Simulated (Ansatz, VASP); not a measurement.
**One calculation of Nb, two programs**

File INCAR:

```
SYSTEM = Nb
ALGO     = Normal         ! electronic algorithm
EDIFF    = 1E-7           ! SCF threshold, eV
ENCUT    = 520            ! plane-wave cutoff, eV
GGA      = PS             ! functional
ISIF     = 2              ! what is computed and relaxed
ISMEAR   = -1             ! smearing method
LASPH    = .TRUE.         ! aspherical terms in the spheres
LCHARG   = .FALSE.        ! write CHGCAR
LREAL    = .FALSE.        ! projectors in reciprocal space
LWAVE    = .FALSE.        ! write WAVECAR
NBANDS   = 34             ! bands
NELM     = 100            ! most SCF steps
PREC     = Accurate       ! precision mode
SIGMA    = 0.1            ! smearing width, eV
```

The input KPOINTS:

```
k-points
0
G
  14 14 4
  0 0 0
```

The input POSCAR:

```
Nb
1.0
    2.8294556228      0.0000000000      0.0000000000
   -1.4147278114      2.4503804482      0.0000000000
    0.0000000000      0.0000000000     10.4087961945
Nb
4
Direct
    0.0000000000      1.0000000000      1.0000000000
    0.0000000000      1.0000000000      0.5000000000
    0.3333333333      0.6666666667      0.2500000000
    0.6666666667      0.3333333333      0.7500000000
```

Input for Ansatz:

```yaml
crystal:
  lattice:
    - [2.8294556228, 0.0, 0.0]
    - [-1.4147278114, 2.4503804482, 0.0]
    - [0.0, 0.0, 10.4087961945]
  atoms:
    - { symbol: Nb, position: [0.0, 1.0, 1.0] }
    - { symbol: Nb, position: [0.0, 1.0, 0.5] }
    - { symbol: Nb, position: [0.3333333333, 0.6666666667, 0.25] }
    - { symbol: Nb, position: [0.6666666667, 0.3333333333, 0.75] }
hamiltonian:
  xc: pbesol
  pseudopotentials:
    kind: paw
    azcp:
      Nb: "pseudopotentials/Nb.paw.azcp"
basis:
  ecutwfc: 420
  fft_grid_basis: typed
kpoints:
  mp_grid: { grid: [14, 14, 4], shift: [0, 0, 0] }
magnetization:
  spin_polarized: false
scf:
  occupations: { method: fermi_dirac, width: 0.1 }
  lower_state_search: "off"
output:
  stress: true
```

Alike in both runs: task single point; functional PBEsol; k mesh 14 × 14 × 4; occupations fermi-dirac, width 0.1 eV; no spin polarisation.

|  | VASP | Ansatz |
| --- | --- | --- |
| version | VASP 6.6.1 | Ansatz 0.2.0 |
| potentials or method | VASP PAW PBE potentials, release 64 (Nb_sv), cutoff 520 eV | plane waves (420 eV) with PAW, scalar-relativistic |
| valence electrons in the cell | 52 | 52 |

VASP gave:

* pressure (GPa): -0.2
* traceless stress, the component that is largest in VASP (GPa): -0.27

Task: Estimate Ansatz's values.

Result: Pressure (GPa): 0.1; traceless stress, the component that is largest in VASP (GPa): -0.23.

VASP's potentials were made for PBE, not for PBEsol, and Ansatz warns of the same on its side. The functional is the same, so the differences come from potentials, cutoffs and numerics.
